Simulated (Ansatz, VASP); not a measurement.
Sc in VASP and in Ansatz

INCAR

```
PREC     = Accurate       # precision mode
ENCUT    = 520            # plane-wave cutoff, eV
EDIFF    = 1E-6           # SCF threshold, eV
ISMEAR   = -1             # smearing method
SIGMA    = 0.1            # smearing width, eV
LREAL    = F              # projectors in reciprocal space
LASPH    = T              # aspherical terms in the spheres
NELM     = 60             # most SCF steps
ALGO     = Normal         # electronic algorithm
ISIF     = 2              # what is computed and relaxed
LWAVE    = F              # write WAVECAR
LCHARG   = T              # write CHGCAR
GGA      = PS             # functional
LELF     = T              # ELF
LVHAR    = T            
NBANDS   = 18             # bands
```

File KPOINTS:

```
Automatic mesh
0
Gamma
  18 18 10
```

POSCAR

```
Sc
1.0
    3.3604532146      0.0000000000      0.0000000000
   -1.6802266073      2.9102378521      0.0000000000
    0.0000000000      0.0000000000      5.2380222556
Sc
2
Direct
    0.3333333333      0.6666666667      0.2500000000
    0.6666666667      0.3333333333      0.7500000000
```

Input for Ansatz:

```yaml
crystal:
  lattice:
    - [3.3604532146, 0.0, 0.0]
    - [-1.6802266073, 2.9102378521, 0.0]
    - [0.0, 0.0, 5.2380222556]
  atoms:
    - { symbol: Sc, position: [0.3333333333, 0.6666666667, 0.25] }
    - { symbol: Sc, position: [0.6666666667, 0.3333333333, 0.75] }
hamiltonian:
  xc: pbesol
  pseudopotentials:
    kind: paw
    azcp:
      Sc: "pseudopotentials/Sc.paw.azcp"
basis:
  ecutwfc: 420
  fft_grid_basis: typed
kpoints:
  mp_grid: { grid: [18, 18, 10], shift: [0, 0, 0] }
magnetization:
  spin_polarized: false
scf:
  occupations: { method: fermi_dirac, width: 0.1 }
output:
  stress: true
```

Alike in both runs: task single point; functional PBEsol; k mesh 18 × 18 × 10; occupations fermi-dirac, width 0.1 eV; no spin polarisation.

```csv
,VASP,Ansatz
version,VASP 6.6.1,Ansatz 0.2.0
potentials or method,"VASP PAW PBE potentials, release 64 (Sc_sv), cutoff 520 eV","plane waves (420 eV) with PAW, scalar-relativistic"
valence electrons in the cell,22,22
```

VASP gave:

```
pressure (GPa)                                                : -3.8
traceless stress, the component that is largest in VASP (GPa) : 0.12
```

Q: Which values does Ansatz return?

A: Pressure (GPa): -3.8; traceless stress, the component that is largest in VASP (GPa): 0.13.

VASP's potentials were made for PBE, not for PBEsol, and Ansatz warns of the same on its side. The functional is the same, so the differences come from potentials, cutoffs and numerics.
